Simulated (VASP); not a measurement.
Here is a VASP 6.6.1 calculation.

File INCAR:

```
SYSTEM = SiO2
ALGO = Normal
EDIFF = 1E-7
ENCUT = 520
GGA = PE
ISIF = 2
ISMEAR = -1
LASPH = .TRUE.
LCHARG = .FALSE.
LREAL = .FALSE.
LWAVE = .FALSE.
NBANDS = 44
NELM = 60
PREC = Accurate
SIGMA = 0.02
```

KPOINTS

```
k-points
0
G
  5 5 4
  0 0 0
```

POSCAR

```
SiO2
1.0
    4.9640000000      0.0000000000      0.0000000000
    0.0000000000      4.9640000000      0.0000000000
    0.0000000000      0.0000000000      6.9200000000
Si O
4 8
Direct
    0.3059460563      0.3059460563      0.0000000000
    0.1940539437      0.8059460563      0.2500000000
    0.6940539437      0.6940539437      0.5000000000
    0.8059460563      0.1940539437      0.7500000000
    0.2365625215      0.1180083043      0.1858074241
    0.3819916957      0.7365625215      0.4358074241
    0.7634374785      0.8819916957      0.6858074241
    0.6180083043      0.2634374785      0.9358074241
    0.7365625215      0.3819916957      0.5641925759
    0.8819916957      0.7634374785      0.3141925759
    0.2634374785      0.6180083043      0.0641925759
    0.1180083043      0.2365625215      0.8141925759
```

Potentials or basis: VASP PAW PBE potentials, release 64 (Si, O).

Command:

```sh
$ cat potpaw_PBE.64/Si/POTCAR potpaw_PBE.64/O/POTCAR > POTCAR
$ mpirun -np 1 vasp_std > vasp.out
```

(1) What does it give for the band gap on the k mesh?

(2) What does it give for the largest force?

Answers

(1) 5.63 eV.

(2) 0.038 eV/Å.
